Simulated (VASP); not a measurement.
A run of VASP 6.6.1 is set up as follows.

The input INCAR:

```
PREC = Accurate ; ENCUT = 520
EDIFF = 1E-6 ; ISMEAR = 0
SIGMA = 0.02 ; LREAL = Auto
LASPH = T ; NELM = 80
ALGO = Normal ; ISIF = 2
LWAVE = F ; LCHARG = F
GGA = PE ; IBRION = 2
NSW = 80 ; EDIFFG = -0.03
NELECT = 74.0
```

The input KPOINTS:

```
Automatic mesh
0
Gamma
  2 2 2
```

Contents of POSCAR:

```
CuSi16
1.0
    0.0000000000      5.4300000000      5.4300000000
    5.4300000000      0.0000000000      5.4300000000
    5.4300000000      5.4300000000      0.0000000000
Si Cu
16 1
Direct
    0.0000000000      0.0000000000      0.0000000000
    0.1250000000      0.1250000000      0.1250000000
    0.0000000000      0.0000000000      0.5000000000
    0.1250000000      0.1250000000      0.6250000000
    0.0000000000      0.5000000000      0.0000000000
    0.1250000000      0.6250000000      0.1250000000
    0.0000000000      0.5000000000      0.5000000000
    0.1250000000      0.6250000000      0.6250000000
    0.5000000000      0.0000000000      0.0000000000
    0.6250000000      0.1250000000      0.1250000000
    0.5000000000      0.0000000000      0.5000000000
    0.6250000000      0.1250000000      0.6250000000
    0.5000000000      0.5000000000      0.0000000000
    0.6250000000      0.6250000000      0.1250000000
    0.5000000000      0.5000000000      0.5000000000
    0.6250000000      0.6250000000      0.6250000000
    0.7491605900      0.7503872700      0.7614041800
```

Potentials or basis: VASP PAW PBE potentials, release 64 (Si, Cu).

Launch:

```sh
$ cat potpaw_PBE.64/Si/POTCAR potpaw_PBE.64/Cu/POTCAR > POTCAR
$ mpirun -np 1 vasp_std > vasp.out
```

**Question.** What does it give for the energy gained by relaxing?

**Answer.** 8.9 meV/atom.

Step by step:
```csv
step,energy change (eV),largest force (eV/Å),pressure (GPa)
1,0.0000,1.1725,-0.35
2,-0.1114,0.2549,-0.75
3,-0.1114,0.2501,-0.73
4,-0.1169,0.1257,-0.75
5,-0.1179,0.1588,-0.74
6,-0.1202,0.1166,-0.75
7,-0.1202,0.1151,-0.72
8,-0.1217,0.0753,-0.75
9,-0.1220,0.1124,-0.74
10,-0.1231,0.0760,-0.76
11,-0.1235,0.0819,-0.76
12,-0.1247,0.0814,-0.75
13,-0.1270,0.1071,-0.75
14,-0.1250,0.2398,-0.76
15,-0.1273,0.1352,-0.76
16,-0.1279,0.1323,-0.75
17,-0.1296,0.1331,-0.78
18,-0.1325,0.1464,-0.79
19,-0.1361,0.1661,-0.82
20,-0.1302,0.2993,-0.92
21,-0.1365,0.1848,-0.84
22,-0.1402,0.1365,-0.86
23,-0.1417,0.1356,-0.89
24,-0.1421,0.1335,-0.90
25,-0.1438,0.0736,-0.87
26,-0.1451,0.1311,-0.90
27,-0.1467,0.1092,-0.88
28,-0.1494,0.0539,-0.89
29,-0.1496,0.0709,-0.90
30,-0.1507,0.0391,-0.90
31,-0.1508,0.0442,-0.90
32,-0.1513,0.0331,-0.90
33,-0.1514,0.0550,-0.90
34,-0.1517,0.0402,-0.87
35,-0.1519,0.0275,-0.90
```

Caveat: the k points lie up to 0.50 Å⁻¹ apart; the cell carries a net charge on a neutralising background, which shifts energy and pressure; the cell is charged against a uniform background, so pressure and absolute levels hang on convention.
